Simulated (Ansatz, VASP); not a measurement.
## Mg3Te: VASP beside Ansatz

```
Mg Te
1.0
    -2.13936    2.13936    5.28249
     2.13936   -2.13936    5.28249
     2.13936    2.13936   -5.28249
Mg Te
3 1
Direct
  0.50000 0.50000 0.00000
  0.75000 0.25000 0.50000
  0.25000 0.75000 0.50000
  0.00000 0.00000 0.00000
```

Alike in both runs: task single point; functional PBE; k mesh 6 × 6 × 6; no spin polarisation.

```csv
,VASP,Ansatz
version,VASP 6.6.1,Ansatz 0.2.0
potentials or method,"VASP PAW PBE potentials, release 64 (Mg, Te), cutoff 520 eV","scalar-relativistic, plane waves, PAW"
occupations,tetrahedron,tetrahedron-uncorrected
valence electrons in the cell,12,46
```

```csv
,VASP,Ansatz,Ansatz less VASP
gap on the k mesh at the Fermi level (eV),none,none,-
pressure (GPa),0.2,0.3,+0.09
"traceless stress, the component that is largest in VASP (GPa)",0.36,0.36,-0.001
```

A gap of «none» marks a metal or a gap that the smearing closes. VASP's potentials hold 12 valence electrons a cell and Ansatz's 46, so a difference there can come from the potentials and not from the codes. Ansatz's warnings: band table not solved further.

Spin-orbit coupling is off throughout.
